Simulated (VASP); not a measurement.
# MgO (P1) in VASP: a series of runs, part 2 of 2

VASP 6.6.1. The steps go on from the part before.

### 4 Single point, r2SCAN (all Mg atoms moved +0.087 Å, as atom 1 along Cartesian [1 1 1])

POSCAR reads:

```
MgO
1.0
    3.4863778627      0.0000000000      0.0000000000
   -1.7431889314      3.0192917963      0.0000000000
    0.0000000000      0.0000000000      4.1780412200
Mg O
2 2
Direct
    0.6895227134      0.3500651208      0.7620913476
    0.3561893800      0.6833984541      0.2620913476
    0.6666666667      0.3333333333      0.2500000000
    0.3333333333      0.6666666667      0.7500000000
```

INCAR.step1 reads:

```
SYSTEM = MgO
  PREC = Accurate
  ENCUT = 520
  ISMEAR = 1
  SIGMA = 0.02
  LREAL = .False.
  LASPH = .True.
  NELM = 80
  NBANDS = 16
  GGA = PE
  ALGO = Normal
  EDIFF = 1E-4
  LWAVE = .True.
  LCHARG = .False.
```

INCAR.step2 reads:

```
SYSTEM = MgO
  PREC = Accurate
  ENCUT = 520
  EDIFF = 1E-6
  ISMEAR = 1
  SIGMA = 0.02
  LREAL = .False.
  LASPH = .True.
  NELM = 80
  ALGO = Normal
  ISIF = 2
  LWAVE = .False.
  LCHARG = .False.
  METAGGA = R2SCAN
  LMIXTAU = .True.
  NBANDS = 16
  ISTART = 1
```

KPOINTS reads:

```
regular mesh
0
Gamma
  6 6 6
  0 0 0
```

Potentials or basis: VASP PAW PBE potentials, release 64 (Mg, O).

Started as:

```bash
cat potpaw_PBE.64/Mg/POTCAR potpaw_PBE.64/O/POTCAR > POTCAR
cp INCAR.step1 INCAR
mpirun -np 1 vasp_std > vasp.out
cp INCAR.step2 INCAR
mpirun -np 1 vasp_std > vasp.out
```

OUTCAR:

```text
SYSTEM = MgO
   PREC = Accurate
   ENCUT = 520
   EDIFF = 1E-6
   ISMEAR = 1
   LREAL = .False.
   LASPH = .True.
   NELM = 80
   ISIF = 2
   METAGGA = R2SCAN
   ISTART = 1

 ion  position               nearest neighbor table
   1  0.690  0.350  0.762-   4 1.94   4 2.03   3 2.04   4 2.06   3 2.14   2 2.90   2 2.90   2 2.90
                             2 2.90   2 2.90   2 2.90
   2  0.356  0.683  0.262-   3 1.96   3 2.00   4 2.04   3 2.08   4 2.14   1 2.90   1 2.90   1 2.90
                             1 2.90   1 2.90   1 2.90
   3  0.667  0.333  0.250-   2 1.96   2 2.00   1 2.04   2 2.08   1 2.14
   4  0.333  0.667  0.750-   1 1.94   1 2.03   2 2.04   1 2.06   2 2.14

  LATTYP: Found a hexagonal cell.
 ALAT       =     3.4863778627
 C/A-ratio  =     1.1983902447

  Lattice vectors:

 A1 = (   3.4863778627,   0.0000000000,   0.0000000000)
 A2 = (  -1.7431889314,   3.0192917963,   0.0000000000)
 A3 = (   0.0000000000,   0.0000000000,   4.1780412200)

Analysis of symmetry for initial positions (statically):
=====================================================================
 Subroutine PRICEL returns:
 Original cell was already a primitive cell.

 Routine SETGRP: Setting up the symmetry group for a
 hexagonal supercell.

 Subroutine GETGRP returns: Found  1 space group operations
 (whereof  1 operations were pure point group operations)
 out of a pool of 24 trial point group operations.

The static configuration has the point symmetry C_1 .

Analysis of symmetry for dynamics (positions and initial velocities):
=====================================================================
 Subroutine PRICEL returns:
 Original cell was already a primitive cell.

 Routine SETGRP: Setting up the symmetry group for a
 hexagonal supercell.
[... 126 lines left out ...]
   IALGO  =     38    algorithm
   IMIX   =      4    mixing-type and parameters
     AMIX     =   0.40;   BMIX     =  1.00
     AMIX_MAG =   1.60;   BMIX_MAG =  1.00
  volume/ion in A,a.u.               =      10.99        74.20
  Fermi-wavevector in a.u.,A,eV,Ry     =   1.168685  2.208494 18.583167  1.365824
  Thomas-Fermi vector in A             =   2.305168
   LORBIT       =      0    0 simple, 1 ext, 2 COOP (PROOUT), +10 PAW based schemes
   METAGGA = R2SCAN    functional components
   LHFCALC =     F    Hartree Fock is set to
   AEXX    =    0.0000 exact exchange contribution
   IVDW    =     0    specifies the selected vdW correction
   LEPSILON=     F    determine dielectric tensor
   LRPA    =     F    only Hartree local field effects (RPA)
 non-spin polarized calculation
 Methfessel and Paxton  Order N= 1 SIGMA  =   0.02
  energy-cutoff  :      520.00
  volume of cell :       43.98
 maximum number of plane-waves:      1204
 NGX is ok and might be reduce to    28
   NGX = 13   NGY = 13   NGZ = 15

 number of electron      15.9999999 magnetization

 Free energy of the ion-electron system (eV)
  ---------------------------------------------------
  ext. energy  EPLUGINS =         0.00000000
  ---------------------------------------------------
  free energy    TOTEN  =       -32.00954046 eV

  energy without entropy =      -32.00954046  energy(sigma->0) =      -32.00954046

 E-fermi :   1.6705     XC(G=0): -10.5603

 val. band max:        1.5841551976   @ k =   0.0000   0.0000   0.0000
 cond. band min:       5.6688597435   @ k =   0.0000   0.0000   0.0000
 fundamental gap:      4.0847045459
 Fermi energy:         1.6705218147

 k-point     1 :       0.0000    0.0000    0.0000
  band No.  band energies     occupation
      1     -16.2998      2.00000
      2     -14.9338      2.00000
      3      -2.0771      2.00000
      4      -0.1782      2.00000
      5      -0.1739      2.00000
      6       0.7644      2.00000
[... 433 lines left out ...]
      3      -1.8525      2.00000
      4      -0.5016      2.00000
      5      -0.2768      2.00000
      6       0.0334      2.00000
[... 8 lines left out ...]
     15      17.2451      0.00000
     16      18.0328      0.00000

 [... further k-points ...]

------------------------ aborting loop because EDIFF is reached ----------------------------------------

  FORCE on cell =-STRESS in cart. coord.  units (eV):
  Direction    XX          YY          ZZ          XY          YZ          ZX
  --------------------------------------------------------------------------------------
  -------------------------------------------------------------------------------------
  Total       -0.0235360     -0.0253272      0.0559403      0.0793144     -0.0490759     -0.0493582
  in kB       -0.8574139     -0.9226672      2.0379007      2.8894161     -1.7878332     -1.7981164
  external PRESSURE =       0.0859399 kB  Pullay stress =       0.0000000 kB

 VOLUME and BASIS-vectors are now :
 -----------------------------------------------------------------------------
  energy-cutoff  :      520.00
  volume of cell :       43.98
      direct lattice vectors                 reciprocal lattice vectors
     3.486377863  0.000000000  0.000000000     0.286830642  0.165601748  0.000000000
    -1.743188931  3.019291796  0.000000000     0.000000000  0.331203497  0.000000000
     0.000000000  0.000000000  4.178041220     0.000000000  0.000000000  0.239346609

 POSITION                                       TOTAL-FORCE (eV/Angst)
 -----------------------------------------------------------------------------------
      1.79371      1.05695      3.18405        -0.543414     -0.465879     -0.272253
      0.05052      2.06338      1.09503        -0.384975     -0.466473     -0.272636
      1.74319      1.00643      1.04451         0.384909      0.465437      0.272684
     -0.00000      2.01286      3.13353         0.543479      0.466915      0.272206
 -----------------------------------------------------------------------------------
    total drift:                                0.001301     -0.025475     -0.002318

  FREE ENERGIE OF THE ION-ELECTRON SYSTEM (eV)
  ---------------------------------------------------
  free  energy   TOTEN  =       -32.0095404648 eV

  energy  without entropy=      -32.0095404648  energy(sigma->0) =      -32.00954046
```

OUTCAR.step1:

```text
SYSTEM = MgO
   PREC = Accurate
   ENCUT = 520
   ISMEAR = 1
   LREAL = .False.
   LASPH = .True.
   NELM = 80
[... 687 lines left out ...]
      0.05052      2.06338      1.09503        -0.377804     -0.455612     -0.273891
      1.74319      1.00643      1.04451         0.376552      0.455622      0.273933
     -0.00000      2.01286      3.13353         0.535125      0.455986      0.273449
 -----------------------------------------------------------------------------------
    total drift:                               -0.002210     -0.002201     -0.001877

  FREE ENERGIE OF THE ION-ELECTRON SYSTEM (eV)
  ---------------------------------------------------
  free  energy   TOTEN  =       -23.5973158845 eV

  energy  without entropy=      -23.5973158845  energy(sigma->0) =      -23.59731588
```

It took 6.1 min on 1 thread of Intel Xeon 8259CL, shared host; peak memory 0.22 GiB.

Results:

| Quantity | Value |
| --- | --- |
| Free energy | -32.0095 eV |
| Pressure | 0.0 GPa |
| Largest force | 0.766 eV/Å |
| Band gap on the k mesh | 4.08 eV |

Forces in eV/Å, atoms in the order of the input:
```
Mg  -0.543 -0.466 -0.272
Mg  -0.385 -0.466 -0.273
O    0.385  0.465  0.273
O    0.543  0.467  0.272
```

Stress tensor (GPa, compression positive):
```
-0.09  0.29 -0.18
 0.29 -0.09 -0.18
-0.18 -0.18  0.20
```

Levels at points of the mesh, in eV from the valence-band top:
```csv
k point,band 6,band 7,band 8,band 9,band 10,band 11
"(0.00, 0.00, 0.00)",-0.82,-0.82,0.00,4.08,10.37,13.19
"(0.50, 0.00, 0.00)",-1.95,-1.29,-0.53,7.66,10.02,10.65
"(0.00, 0.50, 0.00)",-1.95,-1.29,-0.53,7.66,10.01,10.64
"(0.50, 0.50, 0.00)",-1.95,-1.29,-0.53,7.66,10.00,10.64
"(0.00, 0.00, 0.50)",-1.37,-1.24,-1.24,7.14,7.14,13.80
"(0.50, 0.00, 0.50)",-1.48,-0.84,-0.80,8.00,8.07,12.89
"(0.00, 0.50, 0.50)",-1.50,-0.83,-0.80,8.01,8.06,12.92
"(0.50, 0.50, 0.50)",-1.54,-0.82,-0.81,8.02,8.04,12.97
```

Caveat: the cell differs from its parent crystal (all Mg atoms moved +0.087 Å, as atom 1 along Cartesian [1 1 1]); the PAW data sets were made with another functional, which shifts forces and pressure a little.

### 5 Single point, r2SCAN (all Mg atoms moved +0.062 Å, as atom 1 along Cartesian [1 1 1])

POSCAR: that of step 4 with these lines changed.

```diff
@@ -8,4 +8,4 @@
 Direct
-    0.6895227134      0.3500651208      0.7620913476
-    0.3561893800      0.6833984541      0.2620913476
+    0.6829924143      0.3452846101      0.7586366768
+    0.3496590810      0.6786179434      0.2586366768
     0.6666666667      0.3333333333      0.2500000000
```

INCAR.step1 reads:

```
ALGO = Normal ; EDIFF = 1E-4
ENCUT = 520 ; GGA = PE
ISMEAR = 1 ; LASPH = T
LCHARG = F ; LREAL = F
LWAVE = T ; NBANDS = 16
NELM = 60 ; PREC = Accurate
SIGMA = 0.02
```

INCAR.step2 reads:

```
ALGO = Normal ; EDIFF = 1E-6
ENCUT = 520 ; ISIF = 2
ISMEAR = 1 ; ISTART = 1
LASPH = T ; LCHARG = F
LMIXTAU = T ; LREAL = F
LWAVE = F ; METAGGA = R2SCAN
NBANDS = 16 ; NELM = 60
PREC = Accurate ; SIGMA = 0.02
```

KPOINTS reads:

```
k-points
0
Gamma
  6 6 6
```

Started as:

```bash
cat potpaw_PBE.64/Mg/POTCAR potpaw_PBE.64/O/POTCAR > POTCAR
cp INCAR.step1 INCAR
mpirun -np 1 vasp_std > vasp.out
cp INCAR.step2 INCAR
mpirun -np 1 vasp_std > vasp.out
```

It took 6 min on 1 thread of Intel Xeon 8259CL, shared host; peak memory 0.22 GiB.

It converged, with:

* Free energy: -32.0394 eV
* Pressure: -0.3 GPa
* Largest force: 0.534 eV/Å
* Band gap on the k mesh: 4.08 eV

Forces in eV/Å, atoms in the order of the input:
```
Mg  -0.371 -0.331 -0.195
Mg  -0.289 -0.331 -0.195
O    0.290  0.331  0.195
O    0.370  0.331  0.195
```

Stress tensor (GPa, compression positive):
```
-0.41  0.15 -0.09
 0.15 -0.41 -0.09
-0.09 -0.09 -0.17
```

Levels at points of the mesh, in eV from the valence-band top:
| k point | band 5 | band 6 | band 7 | band 8 | band 9 | band 10 | band 11 | band 12 |
| --- | --- | --- | --- | --- | --- | --- | --- | --- |
| (0.00, 0.00, 0.00) | -1.76 | -0.82 | -0.82 | 0.00 | 4.09 | 10.39 | 13.19 | 13.46 |
| (0.50, 0.00, 0.00) | -2.38 | -1.95 | -1.30 | -0.53 | 7.66 | 10.02 | 10.65 | 13.25 |
| (0.00, 0.50, 0.00) | -2.37 | -1.95 | -1.30 | -0.53 | 7.66 | 10.01 | 10.64 | 13.25 |
| (0.50, 0.50, 0.00) | -2.37 | -1.95 | -1.30 | -0.53 | 7.66 | 10.01 | 10.64 | 13.24 |
| (0.00, 0.00, 0.50) | -1.36 | -1.36 | -1.27 | -1.26 | 7.14 | 7.14 | 13.81 | 13.81 |
| (0.50, 0.00, 0.50) | -1.61 | -1.51 | -0.83 | -0.81 | 8.01 | 8.06 | 12.93 | 13.10 |
| (0.00, 0.50, 0.50) | -1.59 | -1.52 | -0.83 | -0.81 | 8.01 | 8.05 | 12.95 | 13.08 |
| (0.50, 0.50, 0.50) | -1.57 | -1.54 | -0.82 | -0.82 | 8.03 | 8.04 | 12.99 | 13.04 |

Caveat: the cell differs from its parent crystal (all Mg atoms moved +0.062 Å, as atom 1 along Cartesian [1 1 1]); the PAW data sets were made with another functional, which shifts forces and pressure a little.

### 6 The runs side by side

| cell | gap on the mesh (eV) | pressure (GPa) | largest force (eV/Å) |
| --- | --- | --- | --- |
| as given, atomic positions A | 4.08 | -0.5 | 0.42 |
| as given, atomic positions B | 4.08 | -0.6 | 0.20 |
| as given, atomic positions C | 4.08 | 0.0 | 0.77 |
| as given, atomic positions D | 4.08 | -0.3 | 0.53 |

Alike in all rows: task single point; level r2SCAN; potentials or basis VASP PAW PBE potentials, release 64 (Mg, O); no spin polarisation; k mesh 6 × 6 × 6; cutoff (eV) 520; smearing methfessel-paxton 0.02 eV.

Caveats: the PAW data sets were made with another functional, which shifts forces and pressure a little.

Absolute energies hang on the potentials; compare differences alone.
